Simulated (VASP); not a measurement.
Crystal: Zr2B.

```
CELL_PARAMETERS angstrom
4.15176 0.00000 0.00000
-2.07588 3.59553 0.00000
0.00000 0.00000 2.63924
ATOMIC_POSITIONS crystal
Zr 0.33333 0.66667 0.50000
Zr 0.66667 0.33333 0.50000
B 0.00000 0.00000 0.00000
```

```yaml
Program: VASP 6.6.1
Task: relaxation of cell and atoms
Functional: r2SCAN
Potentials_or_basis: VASP PAW PBE potentials, release 64 (Zr_sv, B)
Cutoff: 600 eV
k_mesh: 6 × 6 × 6
Occupations: gaussian, width 0.1 eV
Spin: no spin polarisation
```

At the start: pressure 41.0 GPa; volume 13.13 Å³/atom.

Question: Where does the relaxation end?

Answer: Over 6 steps the energy falls by 347.6 meV/atom and the volume is 16.41 Å³/atom (+24.9 %); space group P6/mmm (No. 191, to 0.05 Å).

Step by step:
| step | energy change (eV) | largest force (eV/Å) | pressure (GPa) | volume (Å³) |
| --- | --- | --- | --- | --- |
| 1 | 0.0000 | 0.0000 | 40.99 | 39.40 |
| 2 | -0.3341 | 0.0000 | -15.21 | 61.82 |
| 3 | -1.0402 | 0.0000 | -0.85 | 49.73 |
| 4 | -1.0411 | 0.0000 | -0.28 | 49.46 |
| 5 | -1.0411 | 0.0000 | 0.19 | 49.24 |
| 6 | -1.0428 | 0.0000 | 0.21 | 49.23 |

Final structure:
```
CELL_PARAMETERS angstrom
4.49642 0.00000 0.00000
-2.24821 3.89401 0.00000
0.00000 0.00000 2.81147
ATOMIC_POSITIONS crystal
Zr 0.33333 0.66667 0.50000
Zr 0.66667 0.33333 0.50000
B 0.00000 0.00000 0.00000
```

Caveat: the k points lie up to 0.37 Å⁻¹ apart in the final cell; the volume moved by over 15 % at a fixed basis, so the end points are rough; the PAW data sets were made with another functional, which shifts forces and pressure a little.
